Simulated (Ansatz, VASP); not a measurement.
# MgCd3O4 in VASP and in Ansatz

File INCAR:

```
  ALGO = Normal
  EDIFF = 1E-7
  ENCUT = 520
  GGA = PE
  ISIF = 2
  ISMEAR = 0
  ISPIN = 2
  LASPH = T
  LCHARG = F
  LORBIT = 11
  LREAL = F
  LWAVE = F
  MAGMOM = 0 0 0 0 1 1 1 1
  NBANDS = 45
  NELM = 150
  PREC = Accurate
  SIGMA = 0.1
```

File KPOINTS:

```
k-points
0
Gamma
  6 4 4
```

POSCAR

```
MgCd3O4
1.0
    3.5378538500      0.0000000000      0.0000000000
    0.0000000000      5.0032808900      0.0000000000
    0.0000000000      0.0000000000      7.0757076900
Mg Cd O
1 3 4
Direct
    0.0000000000      0.0000000000      0.0000000000
    0.5000000000      0.5000000000      0.2500000000
    0.0000000000      0.0000000000      0.5000000000
    0.5000000000      0.5000000000      0.7500000000
    0.0000000000      0.5000000000      0.0000000000
    0.5000000000      0.0000000000      0.2500000000
    0.0000000000      0.5000000000      0.5000000000
    0.5000000000      0.0000000000      0.7500000000
```

Input for Ansatz:

```yaml
crystal:
  lattice:
    - [3.53785385, 0.0, 0.0]
    - [0.0, 5.00328089, 0.0]
    - [0.0, 0.0, 7.07570769]
  atoms:
    - { symbol: Mg, position: [0.0, 0.0, 0.0] }
    - { symbol: Cd, position: [0.5, 0.5, 0.25] }
    - { symbol: Cd, position: [0.0, 0.0, 0.5] }
    - { symbol: Cd, position: [0.5, 0.5, 0.75] }
    - { symbol: O, position: [0.0, 0.5, 0.0], spin: 1.0 }
    - { symbol: O, position: [0.5, 0.0, 0.25], spin: 1.0 }
    - { symbol: O, position: [0.0, 0.5, 0.5], spin: 1.0 }
    - { symbol: O, position: [0.5, 0.0, 0.75], spin: 1.0 }
basis:
  ecutwfc: 420
kpoints:
  mp_grid: { grid: [6, 4, 4] }
hamiltonian:
  xc: pbe
scf:
  occupations: { method: gaussian, width: 0.1 }
  lower_state_search: "off"
output:
  forces: true
  stress: true
  eigenvalues: true
  populations: true
magnetization:
  spin_polarized: true
```

Alike in both runs: task single point; functional PBE; k mesh 6 × 4 × 4; occupations gaussian, width 0.1 eV; collinear spin.

```csv
,VASP,Ansatz
version,VASP 6.6.1,Ansatz 0.2.0
potentials or method,"VASP PAW PBE potentials, release 64 (Mg, Cd, O), cutoff 520 eV","scalar-relativistic, plane waves, PAW"
valence electrons in the cell,62,94
```

|  | VASP | Ansatz | Ansatz less VASP |
| --- | --- | --- | --- |
| gap on the k mesh at the Fermi level (eV) | none | none | - |
| pressure (GPa) | -16.0 | -16.3 | -0.35 |
| traceless stress, the component that is largest in VASP (GPa) | 0.13 | 0.13 | -0.002 |
| rms of the force components (eV/Å) | 0.220 | 0.209 | -0.0113 |
| net moment per atom (μB) | 0.00 | 0.00 | 0.000 |

Atom by atom the forces differ by 0.011 eV/Å (rms over components). A gap of «none» marks a metal or a gap that the smearing closes. VASP's potentials hold 62 valence electrons a cell and Ansatz's 94, so a difference there can come from the potentials and not from the codes. Ansatz's warnings: seeded moment not kept.
